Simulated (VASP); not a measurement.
## H: single point with PBE

H:

```xyz
16
Lattice="-3.3831 3.3831 -4.1169 -3.3831 -3.3831 4.1169 3.3831 3.3831 4.1169" Properties=species:S:1:pos:R:3 pbc="T T T"
H    -3.3951   -0.2008    3.8784
H    -1.6133    1.9500    1.5930
H    -1.7328   -1.4029    5.7044
H     0.0331   -0.0744    3.9229
H    -1.8072    1.7722    5.8765
H     0.0419    3.1536    3.7046
H    -0.0975   -0.2039    7.8109
H     1.6637    1.4594    5.8740
H    -3.1601   -0.0746    0.3036
H    -1.5323    1.5488   -1.7044
H    -1.8742   -1.7441    2.4818
H    -0.0113   -0.1114    0.3192
H    -1.5350    2.0159    2.3675
H    -0.2642    3.6179    0.3357
H    -0.0434    0.0931    4.6583
H     1.7954    1.7335    2.2770
```

This cell differs from its parent crystal: dynamics (nvt nose hoover) at 200 K, volume x 1.0, from the last frame before.

```
Program             : VASP 6.6.1
Task                : single point
Functional          : PBE
Potentials or basis : VASP PAW PBE potentials, release 64 (H)
Cutoff              : 520 eV
k mesh              : 2 × 2 × 2, shifted
Occupations         : fermi-dirac, width 0.02 eV
Spin                : no spin polarisation
```

| Property | Result |
| --- | --- |
| Pressure | -0.2 GPa |
| Largest force | 1.016 eV/Å |
| Band gap on the k mesh | 9.26 eV (least direct gap 9.29 eV) |

Forces on the atoms (eV/Å):
```
H   -0.148  0.294  0.324
H    0.092  0.052  1.010
H   -0.022  0.013 -0.081
H   -0.026  0.065  0.252
H   -0.078  0.082 -0.211
H    0.050  0.052  0.175
H    0.019  0.007  0.122
H   -0.098  0.136  0.422
H   -0.055 -0.026 -0.147
H    0.064 -0.065  0.212
H    0.114 -0.090 -0.399
H   -0.013  0.007 -0.093
H   -0.113 -0.133 -0.981
H    0.182 -0.272 -0.373
H    0.021 -0.058 -0.320
H    0.010 -0.064  0.088
```

Stress tensor (GPa, compression positive):
```
 0.24  0.08  0.07
 0.08  0.17 -0.42
 0.07 -0.42 -0.94
```

Levels at points of the mesh, in eV from the valence-band top:
```csv
k point,band 5,band 6,band 7,band 8,band 9,band 10,band 11,band 12
"(0.25, 0.25, 0.25)",-0.38,-0.31,-0.23,-0.12,9.76,10.06,10.14,10.46
```

Run time: 51 s on 1 thread of Intel Xeon 8259CL, on a shared host, peak memory 0.28 GiB.

Caveat: the k points lie up to 0.60 Å⁻¹ apart; the atoms stand as in a frame of molecular dynamics; a shifted mesh leaves out Γ, where band edges can lie; forces of over 1 eV/Å act on the atoms, so gaps and moduli don't describe the material at rest. A k mesh can miss the band edges.
